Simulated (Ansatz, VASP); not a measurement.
## CdTe in VASP and in Ansatz

```
Cd Te
1.0
     0.00000    3.24483    3.24483
     3.24483    0.00000    3.24483
     3.24483    3.24483    0.00000
Cd Te
1 1
Direct
  0.00000 0.00000 0.00000
  0.25000 0.25000 0.25000
```

Alike in both runs: task relaxation of cell and atoms; functional PBEsol; k mesh 8 × 8 × 8; occupations gaussian, width 0.02 eV; no spin polarisation.

```csv
,VASP,Ansatz
version,VASP 6.6.1,Ansatz 0.2.0
potentials or method,"VASP PAW PBE potentials, release 64 (Cd, Te), cutoff 600 eV","scalar-relativistic, plane waves, PAW"
valence electrons in the cell,18,36
```

|  | VASP | Ansatz | Ansatz less VASP |
| --- | --- | --- | --- |
| gap on the k mesh at the Fermi level, each at its own relaxed structure (eV) | 0.64 | 0.65 | +0.008 |
| relaxed volume (Å³/atom) | 34.29 | 34.16 | -0.124 |
| relaxed cell length with the largest relative difference (Å) | 4.594 | 4.589 | -0.0055 |

VASP's potentials were made for PBE, not for PBEsol. VASP's potentials hold 18 valence electrons a cell and Ansatz's 36, so a difference there can come from the potentials and not from the codes.

Spin-orbit coupling is off throughout.
